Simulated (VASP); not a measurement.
Wanted: the native input for a VASP 6.6.1 run.

```yaml
Task: single point
Functional: PBE
Potentials_or_basis: VASP PAW PBE potentials, release 64 (Hf_pv, Ti_sv, Ge_d)
Cutoff: 500 eV
k_mesh: 4 × 4 × 3
Occupations: gaussian, width 0.2 eV
Spin: no spin polarisation
Dipole_correction: no
Further_INCAR_settings: ALGO = Normal; EDIFF = 1e-06; NBANDS = 47
```

The structure of HfTi2Ge3 lies in POSCAR:

```
HfTi2Ge3
1.0
    5.2854374153      0.0000000000      0.0000000000
    0.0000000000      5.2854374153      0.0000000000
    0.0000000000      0.0000000000      5.1340927321
Hf Ti Ge
1 2 3
Direct
    0.0000000000      0.0000000000      0.0000000000
    0.0000000000      0.0000000000      0.5000000000
    0.5000000000      0.5000000000      0.5000000000
    0.0000000000      0.5000000000      0.0000000000
    0.5000000000      0.0000000000      0.0000000000
    0.5000000000      0.5000000000      0.0000000000
```

The input as run:

INCAR

```
SYSTEM = HfTi2Ge3
PREC     = Accurate       ! precision mode
ENCUT    = 500            ! plane-wave cutoff, eV
EDIFF    = 1E-6           ! SCF threshold, eV
ISMEAR   = 0              ! smearing method
SIGMA    = 0.2            ! smearing width, eV
LREAL    = .False.        ! projectors in reciprocal space
LASPH    = .True.         ! aspherical terms in the spheres
NELM     = 120            ! most SCF steps
ALGO     = Normal         ! electronic algorithm
ISIF     = 2              ! what is computed and relaxed
LWAVE    = .False.        ! write WAVECAR
LCHARG   = .False.        ! write CHGCAR
GGA      = PE             ! functional
NBANDS   = 47             ! bands
GGA_COMPAT= .False.
```

KPOINTS

```
Automatic mesh
0
Gamma
  4 4 3
  0 0 0
```

Potentials or basis: VASP PAW PBE potentials, release 64 (Hf_pv, Ti_sv, Ge_d).

Command:

```sh
$ cat potpaw_PBE.64/Hf_pv/POTCAR potpaw_PBE.64/Ti_sv/POTCAR potpaw_PBE.64/Ge_d/POTCAR > POTCAR
$ mpirun -np 1 vasp_std > vasp.out
```

It gave:

* Pressure: 0.0 GPa
* Band gap on the k mesh: zero (band 38 reaches 4.96 eV, above the bottom of band 39 at 4.57 eV)

Caveat: the k points lie up to 0.41 Å⁻¹ apart; spin-orbit coupling is left out, which moves the levels of the heavy elements.

It took 61 s on 1 thread of Intel(R) Xeon(R) 6975P-C (Granite Rapids), with other jobs on the host, peak memory 0.27 GiB.
